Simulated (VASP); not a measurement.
Wanted: the native input for a VASP 6.6.1 run.

- Task: single point
- Functional: PBEsol
- Potentials or basis: VASP PAW PBE potentials, release 64 (W_sv, S)
- Cutoff: 520 eV
- k mesh: 2 × 9 × 3
- Occupations: gaussian, width 0.05 eV
- Spin: no spin polarisation
- Dipole correction: no
- Further INCAR settings: ALGO = Normal; EDIFF = 1e-07; NBANDS = 64; ISYM = 0

The structure of WS2 lies in POSCAR:

```
WS2
1.0
   -1.5728881103     -2.7243221217     16.9534210371
    1.5728881103     -2.7243221217      0.0000000000
    9.1808119133      5.3005442295     -0.0475977259
W S
4 8
Direct
    0.0028011076      0.4985994462      0.9977022305
    0.0006350422     -0.0003175211      0.2261901865
    0.0013570640      0.4993214680      0.4833608679
    0.0020790858     -0.0010395429      0.7405315492
    0.9083851327      0.5458074336      0.2881450422
    0.9091071545      0.0454464227      0.5453157235
    0.9098291763      0.5450854118      0.8024864048
    0.9076631109      0.0461684445      0.0309743608
    0.0926442778      0.9536778611      0.0785117705
    0.0933662996      0.4533168502      0.3356824518
    0.0940883214      0.9529558393      0.5928531331
    0.0948103432      0.4525948284      0.8500238145
```

This cell differs from its parent crystal: the distance across one plane changed.

One way to write it, as run:

INCAR

```
PREC = Accurate
ENCUT = 520
EDIFF = 1E-7
ISMEAR = 0
SIGMA = 0.05
LREAL = F
LASPH = T
NELM = 80
ALGO = Normal
ISIF = 2
LWAVE = F
LCHARG = F
GGA = PS
NBANDS = 64
ISYM = 0
KPAR = 4
```

KPOINTS

```
Automatic mesh
0
Gamma
  2 9 3
```

Potentials or basis: VASP PAW PBE potentials, release 64 (W_sv, S).

Command:

```sh
$ cat potpaw_PBE.64/W_sv/POTCAR potpaw_PBE.64/S/POTCAR > POTCAR
$ mpirun -np 4 vasp_std > vasp.out
```

It gave:

| Property | Result |
| --- | --- |
| Largest force | 4.839 eV/Å |
| Band gap on the k mesh | 1.73 eV |

Caveat: the cell differs from its parent crystal (the distance across one plane changed); the PAW data sets were made with another functional, which shifts forces and pressure a little; spin-orbit coupling is left out, which moves the levels of the heavy elements.

Wall time 15 min on 4 MPI ranks on Intel(R) Xeon(R) Platinum 8488C (Sapphire Rapids) (shared host), peak memory 1 GiB a rank.
